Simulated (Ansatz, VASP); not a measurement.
## AlGaN2 in VASP and in Ansatz

File INCAR:

```
SYSTEM = AlGaN2
PREC     = Accurate       ! precision mode
ENCUT    = 520            ! plane-wave cutoff, eV
EDIFF    = 1E-6           ! SCF threshold, eV
ISMEAR   = 0              ! smearing method
SIGMA    = 0.05           ! smearing width, eV
LREAL    = .False.        ! projectors in reciprocal space
LASPH    = .True.         ! aspherical terms in the spheres
NELM     = 100            ! most SCF steps
ALGO     = Normal         ! electronic algorithm
ISIF     = 2              ! what is computed and relaxed
LWAVE    = .False.        ! write WAVECAR
LCHARG   = .True.         ! write CHGCAR
GGA      = CA             ! functional
LELF     = .True.         ! ELF
LVHAR    = .True.       
NBANDS   = 21             ! bands
```

Contents of KPOINTS:

```
Automatic mesh
0
Gamma
  8 8 6
  0 0 0
```

The input POSCAR:

```
AlGaN2
1.0
    2.9595221457      0.0000000000      0.0000000000
    0.0000000000      2.9595221457      0.0000000000
    0.0000000000      0.0000000000      4.1651136599
Al Ga N
1 1 2
Direct
    0.5000000000      0.5000000000      0.5000000000
    0.0000000000      0.0000000000      0.0000000000
    0.5000000000      0.0000000000      0.7400513246
    0.0000000000      0.5000000000      0.2599486754
```

Input for Ansatz:

```yaml
crystal:
  lattice:
    - [2.9595221457, 0.0, 0.0]
    - [0.0, 2.9595221457, 0.0]
    - [0.0, 0.0, 4.1651136599]
  atoms:
    - { symbol: Al, position: [0.5, 0.5, 0.5] }
    - { symbol: Ga, position: [0.0, 0.0, 0.0] }
    - { symbol: "N", position: [0.5, 0.0, 0.7400513246] }
    - { symbol: "N", position: [0.0, 0.5, 0.2599486754] }
basis:
  ecutwfc: 420
kpoints:
  mp_grid: { grid: [8, 8, 6] }
hamiltonian:
  xc: lda
scf:
  occupations: { method: gaussian, width: 0.05 }
output:
  forces: true
  stress: true
  eigenvalues: true
```

Change from the starting cell: strain -0.050 along x and y, -0.050 along z, atoms carried along.

Alike in both runs: task single point; functional LDA; k mesh 8 × 8 × 6; occupations gaussian, width 0.05 eV; no spin polarisation.

```csv
,VASP,Ansatz
version,VASP 6.6.1,Ansatz 0.2.0
potentials or method,"VASP PAW LDA potentials, release 64 (Al, Ga_d, N), cutoff 520 eV","scalar-relativistic, plane waves, PAW"
valence electrons in the cell,26,26
```

Ansatz gave:

```
gap on the k mesh at the Fermi level (eV)                     : 3.30
least direct gap on the mesh (eV)                             : 3.65
pressure (GPa)                                                : 43.4
traceless stress, the component that is largest in VASP (GPa) : -0.36
rms of the force components (eV/Å)                            : 0.049
```

Question: Estimate VASP's values.

Answer: gap on the k mesh at the Fermi level (eV): 3.27; least direct gap on the mesh (eV): 3.63; pressure (GPa): 45.1; traceless stress, the component that is largest in VASP (GPa): -0.37; rms of the force components (eV/Å): 0.059.

LDA's correlation is that of Perdew and Zunger in VASP and of Perdew and Wang (1992) in Ansatz. Atom by atom the forces differ by 0.010 eV/Å (rms over components). Both programs put the cell under a high pressure, so it lies far from rest at this level.
